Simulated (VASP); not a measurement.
# MgO (P3m1) in VASP: single point with PBE

Aim: the single point of MgO with PBE.

Everything below comes from runs of VASP 6.6.1. Logs are shortened: lines on timing, memory, paths and dates and some standing lists are left out, and cuts for length are marked.

**1. The cell of the first run**

It takes space group P3m1 (No. 156, trigonal). Conventional cell: a = 3.308 Å, b = 3.308 Å, c = 4.983 Å, α = 90.00°, β = 90.00°, γ = 120.00°. Mg (site symmetry 3m) has 4 O at 1.62 to 2.10 Å within 2.2 Å. Within 2.6 Å of Mg (site symmetry 3m) lie 4 O at 1.97 to 1.99 Å. O (site symmetry 3m) has 4 Mg at 1.62 to 1.97 Å within 2.2 Å. Within 2.6 Å of O (site symmetry 3m) lie 4 Mg at 1.99 to 2.10 Å.

**2. Single point, PBE (one atom moved)**

INCAR

```
SYSTEM = MgO
PREC = Accurate
ENCUT = 520
EDIFF = 1E-6
ISMEAR = 0
SIGMA = 0.02
LREAL = .FALSE.
LASPH = .TRUE.
NELM = 100
ALGO = Normal
ISIF = 2
LWAVE = .FALSE.
LCHARG = .FALSE.
GGA = PE
NBANDS = 16
```

KPOINTS

```
regular mesh
0
G
  9 9 6
  0 0 0
```

POSCAR

```
MgO
1.0
    3.3077869865      0.0000000000      0.0000000000
   -1.6538934933      2.8646275606      0.0000000000
    0.0000000000      0.0000000000      4.9828816700
Mg O
2 2
Direct
    0.3333333300      0.6666666700      0.0774173971
    0.6666666700      0.3333333300      0.5021597400
    0.3333333300      0.6666666700      0.4024402600
    0.6666666700      0.3333333300      0.9024402600
```

Potentials or basis: VASP PAW PBE potentials, release 64 (Mg, O).

The run is started by

```console
> cat potpaw_PBE.64/Mg/POTCAR potpaw_PBE.64/O/POTCAR > POTCAR
> mpirun -np 1 vasp_std > vasp.out
```

OUTCAR:

```text
SYSTEM = MgO
   PREC = Accurate
   ENCUT = 520
   EDIFF = 1E-6
   ISMEAR = 0
   LREAL = .FALSE.
   LASPH = .TRUE.
   NELM = 100
   ISIF = 2
   GGA = PE

 ion  position               nearest neighbor table
   1  0.333  0.667  0.077-   3 1.62   4 2.10   4 2.10   4 2.10   2 2.85   2 2.85   2 2.85   2 3.44
                             2 3.44   2 3.44
   2  0.667  0.333  0.502-   3 1.97   3 1.97   3 1.97   4 1.99   1 2.85   1 2.85   1 2.85   1 3.44
                             1 3.44   1 3.44
   3  0.333  0.667  0.402-   1 1.62   2 1.97   2 1.97   2 1.97
   4  0.667  0.333  0.902-   2 1.99   1 2.10   1 2.10   1 2.10

  LATTYP: Found a hexagonal cell.
 ALAT       =     3.3077869865
 C/A-ratio  =     1.5064094787

  Lattice vectors:

 A1 = (   3.3077869865,   0.0000000000,   0.0000000000)
 A2 = (  -1.6538934933,   2.8646275606,   0.0000000000)
 A3 = (   0.0000000000,   0.0000000000,   4.9828816700)

Analysis of symmetry for initial positions (statically):
=====================================================================
 Subroutine PRICEL returns:
 Original cell was already a primitive cell.

 Routine SETGRP: Setting up the symmetry group for a
 hexagonal supercell.

 Subroutine GETGRP returns: Found  6 space group operations
 (whereof  6 operations were pure point group operations)
 out of a pool of 24 trial point group operations.

The static configuration has the point symmetry C_3v.

Analysis of symmetry for dynamics (positions and initial velocities):
=====================================================================
 Subroutine PRICEL returns:
 Original cell was already a primitive cell.

 Routine SETGRP: Setting up the symmetry group for a
 hexagonal supercell.

 Subroutine GETGRP returns: Found  6 space group operations
 (whereof  6 operations were pure point group operations)
 out of a pool of 24 trial point group operations.

The dynamic configuration has the point symmetry C_3v.

 Subroutine INISYM returns: Found  6 space group operations
 (whereof  6 operations are pure point group operations),
 and found     1 'primitive' translations

----------------------------------------------------------------------------------------

                                     Primitive cell

  volume of cell :      47.2157

  direct lattice vectors                    reciprocal lattice vectors
     3.307786987  0.000000000  0.000000000     0.302316928  0.174542760  0.000000000
    -1.653893493  2.864627561  0.000000000     0.000000000  0.349085519  0.000000000
     0.000000000  0.000000000  4.982881670     0.000000000  0.000000000  0.200687086

  length of vectors
     3.307786987  3.307786987  4.982881670     0.349085519  0.349085519  0.200687086

  position of ions in fractional coordinates (direct lattice)
     0.333333330  0.666666670  0.077417397
     0.666666670  0.333333330  0.502159740
     0.333333330  0.666666670  0.402440260
     0.666666670  0.333333330  0.902440260

  ion indices of the primitive-cell ions
   primitive index   ion index
                 1           1
                 2           2
                 3           3
                 4           4

----------------------------------------------------------------------------------------

 KPOINTS: regular mesh

Automatic generation of k-mesh.
 Grid dimensions read from file:
 generate k-points for:    9    9    6

 Generating k-lattice:

  Cartesian coordinates                     Fractional coordinates (reciprocal lattice)
     0.033590770  0.019393640  0.000000000     0.111111111 -0.000000000  0.000000000
     0.000000000  0.038787280  0.000000000     0.000000000  0.111111111  0.000000000
     0.000000000  0.000000000  0.033447848     0.000000000  0.000000000  0.166666667

  Length of vectors
     0.038787280  0.038787280  0.033447848

  Shift w.r.t. Gamma in fractional coordinates (k-lattice)
     0.000000000  0.000000000  0.000000000

 Subroutine IBZKPT returns following result:
 ===========================================

 Found     62 irreducible k-points:

 Following reciprocal coordinates:
            Coordinates               Weight
  0.000000  0.000000  0.000000      1.000000
  0.111111  0.000000  0.000000      6.000000
  0.222222  0.000000  0.000000      6.000000
  0.333333  0.000000  0.000000      6.000000
  0.444444  0.000000  0.000000      6.000000
  0.111111  0.111111  0.000000      6.000000
[... 16 lines left out ...]
  0.222222  0.111111  0.166667     12.000000
 -0.111111  0.333333  0.166667     12.000000
 [... further k-points ...]
   k-points           NKPTS =     62   k-points in BZ     NKDIM =     62   number of bands    NBANDS=     16
   number of dos      NEDOS =    301   number of ions     NIONS =      4
   total plane-waves  NPLWV =  31360
   dimension x,y,z NGX =    28 NGY =   28 NGZ =   40
   dimension x,y,z NGXF=    56 NGYF=   56 NGZF=   80
   ions per type =               2   2
   NGX,Y,Z   is equivalent  to a cutoff of  14.07, 14.07, 13.35 a.u.
   NGXF,Y,Z  is equivalent  to a cutoff of  28.15, 28.15, 26.69 a.u.
 SYSTEM =  MgO
   PREC   = accura    normal or accurate (medium, high low for compatibility)
   ISTART =      0    job   : 0-new  1-cont  2-samecut
   ICHARG =      2    charge: 1-file 2-atom 10-const
   ISPIN  =      1    spin polarized calculation?
   LNONCOLLINEAR =      F non collinear calculations
   LSORBIT =      F    spin-orbit coupling
   LASPH  =      T    aspherical Exc in radial PAW
   ENCUT  =  520.0 eV  38.22 Ry    6.18 a.u.   6.15  6.15  9.26*2*pi/ulx,y,z
   NELM   =    100;   NELMIN=  2; NELMDL= -5     # of ELM steps
   EDIFF  = 0.1E-05   stopping-criterion for ELM
   LREAL  =      F    real-space projection
   EDIFFG = 0.1E-04   stopping-criterion for IOM
   NSW    =      0    number of steps for IOM
   IBRION =     -1    ionic relax: 0-MD 1-quasi-New 2-CG
   NFREE  =      0    steps in history (QN), initial steepest desc. (CG)
   ISIF   =      2    stress and relaxation
   ISYM   =      2    0-nonsym 1-usesym 2-fastsym
   POTIM  = 0.5000    time-step for ionic-motion
   TEBEG  =    0.0;   TEEND  =   0.0 temperature during run
   PSTRESS=    0.0 pullay stress
   NELECT =      16.0000    total number of electrons
   NUPDOWN=      -1.0000    fix difference up-down
   EMIN   =  10.00;   EMAX   =-10.00  energy-range for DOS
   EFERMI =   0.00;   METHOD = LEGACY
   ISMEAR =     0;   SIGMA  =   0.02  broadening in eV -4-tet -1-fermi 0-gaus
   EFERMI_NEDOS =   21; number of points for ismear=-14 and -15
   IALGO  =     38    algorithm
   IMIX   =      4    mixing-type and parameters
     AMIX     =   0.40;   BMIX     =  1.00
     AMIX_MAG =   1.60;   BMIX_MAG =  1.00
  volume/ion in A,a.u.               =      11.80        79.66
  Fermi-wavevector in a.u.,A,eV,Ry     =   1.141351  2.156842 17.724080  1.302683
  Thomas-Fermi vector in A             =   2.278052
   LORBIT       =      0    0 simple, 1 ext, 2 COOP (PROOUT), +10 PAW based schemes
   GGA     = PE    functional components
   LHFCALC =     F    Hartree Fock is set to
   AEXX    =    0.0000 exact exchange contribution
   IVDW    =     0    specifies the selected vdW correction
   LEPSILON=     F    determine dielectric tensor
   LRPA    =     F    only Hartree local field effects (RPA)
 non-spin polarized calculation
 Gauss-broadening in eV      SIGMA  =   0.02
  energy-cutoff  :      520.00
  volume of cell :       47.22
 maximum number of plane-waves:      1303
 NGX is ok and might be reduce to    28
   NGX = 13   NGY = 13   NGZ = 19

 number of electron      15.9999997 magnetization

 Free energy of the ion-electron system (eV)
  ---------------------------------------------------
  ext. energy  EPLUGINS =         0.00000000
  ---------------------------------------------------
  free energy    TOTEN  =       -22.03314598 eV

  energy without entropy =      -22.03314598  energy(sigma->0) =      -22.03314598

 E-fermi :   1.7045     XC(G=0):  -9.7185

 val. band max:        1.6099460417   @ k =   0.0000   0.0000   0.0000
 cond. band min:       4.3160571215   @ k =   0.0000   0.0000   0.0000
 fundamental gap:      2.7061110798
 Fermi energy:         1.7044728259

 k-point     1 :       0.0000    0.0000    0.0000
  band No.  band energies     occupation
      1     -15.8258      2.00000
      2     -13.7781      2.00000
      3      -2.1916      2.00000
      4      -0.5413      2.00000
      5      -0.5413      2.00000
      6       0.9447      2.00000
[... 8 lines left out ...]
     15      17.8349      0.00000
     16      17.8349      0.00000

 k-point     2 :       0.1111    0.0000    0.0000
  band No.  band energies     occupation
      1     -15.7778      2.00000
      2     -13.7470      2.00000
      3      -2.0817      2.00000
      4      -0.8661      2.00000
      5      -0.5871      2.00000
      6       0.9112      2.00000
[... 8 lines left out ...]
     15      17.4480      0.00000
     16      17.6323      0.00000

 k-point     3 :       0.2222    0.0000    0.0000
  band No.  band energies     occupation
      1     -15.6537      2.00000
      2     -13.6677      2.00000
      3      -1.8077      2.00000
      4      -1.5267      2.00000
      5      -0.6997      2.00000
      6       0.5100      2.00000
[... 8 lines left out ...]
     15      16.2758      0.00000
     16      16.8502      0.00000

 k-point     4 :       0.3333    0.0000    0.0000
  band No.  band energies     occupation
      1     -15.5074      2.00000
      2     -13.5753      2.00000
      3      -2.2455      2.00000
      4      -1.3206      2.00000
      5      -0.8222      2.00000
      6      -0.0946      2.00000
[... 8 lines left out ...]
     15      15.5494      0.00000
     16      16.8322      0.00000
[... 324 lines left out ...]
 k-point    22 :       0.1111    0.1111    0.1667
  band No.  band energies     occupation
      1     -15.6789      2.00000
      2     -13.7084      2.00000
      3      -1.8522      2.00000
      4      -1.3127      2.00000
      5      -0.6959      2.00000
      6       0.5104      2.00000
[... 8 lines left out ...]
     15      16.3851      0.00000
     16      17.4497      0.00000

 k-point    23 :       0.2222    0.1111    0.1667
  band No.  band energies     occupation
      1     -15.5474      2.00000
      2     -13.6145      2.00000
      3      -2.0562      2.00000
      4      -1.4286      2.00000
      5      -0.8780      2.00000
      6       0.1704      2.00000
[... 8 lines left out ...]
     15      15.6292      0.00000
     16      17.1158      0.00000

 k-point    24 :      -0.1111    0.3333    0.1667
  band No.  band energies     occupation
      1     -15.5475      2.00000
      2     -13.6145      2.00000
      3      -2.0747      2.00000
      4      -1.4024      2.00000
      5      -0.8824      2.00000
      6       0.1799      2.00000
[... 8 lines left out ...]
     15      15.7137      0.00000
     16      16.9145      0.00000

 [... further k-points ...]

------------------------ aborting loop because EDIFF is reached ----------------------------------------

  FORCE on cell =-STRESS in cart. coord.  units (eV):
  Direction    XX          YY          ZZ          XY          YZ          ZX
  --------------------------------------------------------------------------------------
  -------------------------------------------------------------------------------------
  Total        0.0508323      0.0508323     12.3367071     -0.0000000      0.0000000      0.0000000
  in kB        1.7248994      1.7248994    418.6234599     -0.0000000      0.0000000      0.0000000
  external PRESSURE =     140.6910862 kB  Pullay stress =       0.0000000 kB

 VOLUME and BASIS-vectors are now :
 -----------------------------------------------------------------------------
  energy-cutoff  :      520.00
  volume of cell :       47.22
      direct lattice vectors                 reciprocal lattice vectors
     3.307786987  0.000000000  0.000000000     0.302316928  0.174542760  0.000000000
    -1.653893493  2.864627561  0.000000000     0.000000000  0.349085519  0.000000000
     0.000000000  0.000000000  4.982881670     0.000000000  0.000000000  0.200687086

 POSITION                                       TOTAL-FORCE (eV/Angst)
 -----------------------------------------------------------------------------------
     -0.00000      1.90975      0.38576         0.000000     -0.000000    -10.567552
      1.65389      0.95488      2.50220         0.000000     -0.000000      2.016935
     -0.00000      1.90975      2.00531        -0.000000      0.000000      6.973055
      1.65389      0.95488      4.49675        -0.000000     -0.000000      1.577562
 -----------------------------------------------------------------------------------
    total drift:                                0.000000     -0.000000      0.002784

  FREE ENERGIE OF THE ION-ELECTRON SYSTEM (eV)
  ---------------------------------------------------
  free  energy   TOTEN  =       -22.0331459832 eV

  energy  without entropy=      -22.0331459832  energy(sigma->0) =      -22.03314598
```

It took 20 s on 1 thread of Intel Xeon 6975P-C (Granite Rapids), shared host; peak memory 0.2 GiB.

What came out:

```
Free energy            : -22.0331 eV
Pressure               : 14.1 GPa
Largest force          : 10.568 eV/Å
Band gap on the k mesh : 2.71 eV
```

Forces in eV/Å, atoms in the order of the input:
```
Mg    0.000   0.000 -10.568
Mg    0.000   0.000   2.017
O     0.000   0.000   6.973
O     0.000   0.000   1.578
```

Levels at points of the mesh, in eV from the valence-band top:
```csv
k point,band 5,band 6,band 7,band 8,band 9,band 10,band 11,band 12
"(0.00, 0.00, 0.00)",-2.15,-0.67,0.00,0.00,2.71,7.86,9.65,13.01
"(0.00, 0.00, 0.50)",-2.14,-2.14,-0.01,-0.01,4.58,5.89,12.03,12.99
```

Caveat: the cell differs from its parent crystal (one atom moved); the cell stands under pressure; an odd mesh through Γ misses points on the zone boundary, where band edges can lie; forces of over 1 eV/Å act on the atoms, so gaps and moduli don't describe the material at rest.
